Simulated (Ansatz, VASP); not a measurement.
**Al2O3: VASP beside Ansatz**

INCAR

```
SYSTEM = Al2O3
PREC = Accurate
ENCUT = 520
EDIFF = 1E-6
ISMEAR = 0
SIGMA = 0.02
LREAL = .FALSE.
LASPH = .TRUE.
NELM = 60
ALGO = Normal
ISIF = 2
LWAVE = .FALSE.
LCHARG = .FALSE.
GGA = PE
NBANDS = 35
```

File KPOINTS:

```
Automatic mesh
0
G
  6 6 6
  0 0 0
```

Contents of POSCAR:

```
Al2O3
1.0
    2.4042988054      1.3881225625      4.3749117449
   -2.4042988054      1.3881225625      4.3749117449
    0.0000000000     -2.7762451250      4.3749117449
Al O
4 6
Direct
    0.1478748935      0.1478748935      0.1478748935
    0.3521251065      0.3521251065      0.3521251065
    0.6478748935      0.6478748935      0.6478748935
    0.8521251065      0.8521251065      0.8521251065
    0.9438371958      0.5561628042      0.2500000000
    0.4438371958      0.7500000000      0.0561628042
    0.5561628042      0.2500000000      0.9438371958
    0.2500000000      0.9438371958      0.5561628042
    0.7500000000      0.0561628042      0.4438371958
    0.0561628042      0.4438371958      0.7500000000
```

Input for Ansatz:

```yaml
crystal:
  lattice:
    - [2.4042988054, 1.3881225625, 4.3749117449]
    - [-2.4042988054, 1.3881225625, 4.3749117449]
    - [0.0, -2.776245125, 4.3749117449]
  atoms:
    - { symbol: Al, position: [0.1478748935, 0.1478748935, 0.1478748935] }
    - { symbol: Al, position: [0.3521251065, 0.3521251065, 0.3521251065] }
    - { symbol: Al, position: [0.6478748935, 0.6478748935, 0.6478748935] }
    - { symbol: Al, position: [0.8521251065, 0.8521251065, 0.8521251065] }
    - { symbol: O, position: [0.9438371958, 0.5561628042, 0.25] }
    - { symbol: O, position: [0.4438371958, 0.75, 0.0561628042] }
    - { symbol: O, position: [0.5561628042, 0.25, 0.9438371958] }
    - { symbol: O, position: [0.25, 0.9438371958, 0.5561628042] }
    - { symbol: O, position: [0.75, 0.0561628042, 0.4438371958] }
    - { symbol: O, position: [0.0561628042, 0.4438371958, 0.75] }
basis:
  ecutwfc: 420
  xc_grid: 2
kpoints:
  mp_grid: { grid: [6, 6, 6] }
  band_path: { path: [VBM, CBM], npoints: 2 }
hamiltonian:
  xc: pbe
scf:
  occupations: { method: gaussian, width: 0.02 }
output:
  forces: true
  stress: true
  eigenvalues: true
```

Alike in both runs: task single point; functional PBE; k mesh 6 × 6 × 6; occupations gaussian, width 0.02 eV; no spin polarisation.

```csv
,VASP,Ansatz
version,VASP 6.6.1,Ansatz 0.2.0
potentials or method,"VASP PAW PBE potentials, release 64 (Al, O), cutoff 520 eV","scalar-relativistic, plane waves, PAW"
valence electrons in the cell,48,48
```

|  | VASP | Ansatz | Ansatz less VASP |
| --- | --- | --- | --- |
| gap on the k mesh at the Fermi level (eV) | 5.85 | 5.85 | +0.004 |
| least direct gap on the mesh (eV) | 5.85 | 5.85 | +0.004 |
| pressure (GPa) | -0.1 | 0.0 | +0.16 |

With one functional, cell and mesh, what is left measures potentials, basis and numerics.
